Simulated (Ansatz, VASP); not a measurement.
# Two plane-wave programs on TiW2N3

```
CELL_PARAMETERS angstrom
2.48301 1.43338 2.81541
-2.48303 1.43338 2.81541
0.00000 -5.73485 5.63145
ATOMIC_POSITIONS crystal
Ti 0.49994 0.50005 0.25000
Ti 0.49995 0.50005 0.75000
W 0.16887 0.16883 0.08437
W 0.16887 0.16883 0.58437
W 0.83119 0.83112 0.41563
W 0.83119 0.83112 0.91563
N 0.66586 0.00004 0.16701
N 0.66586 0.00004 0.66701
N 0.99995 0.33414 0.33298
N 0.99996 0.33414 0.83298
N 0.33418 0.66582 0.00000
N 0.33418 0.66582 0.50000
```

Change from the starting cell: cell x2, atoms moved at random (sigma 0.05 Å) and cell strained at random (1.5 %), then relaxed without symmetry.

Alike in both runs: functional PBE; k mesh 6 × 6 × 4; occupations gaussian, width 0.2 eV; no spin polarisation.

Ansatz relaxed the structure, and its values are those at the end. VASP's run is a single point on that final structure, the one shown.

|  | VASP | Ansatz |
| --- | --- | --- |
| version | VASP 6.6.1 | Ansatz 0.2.0 |
| potentials or method | VASP PAW PBE potentials, release 64 (Ti_sv, W_sv, N), cutoff 520 eV | scalar-relativistic, plane waves, PAW |
| valence electrons in the cell | 110 | 110 |

|  | VASP | Ansatz | Ansatz less VASP |
| --- | --- | --- | --- |
| gap on the k mesh at the Fermi level (eV) | none | none | - |
| pressure (GPa) | 1.2 | 0.0 | -1.15 |
| rms of the force components (eV/Å) | 0.006 | 0.000 | -0.0056 |

A gap of «none» marks a metal or a gap that the smearing closes.

Spin-orbit coupling is off throughout.
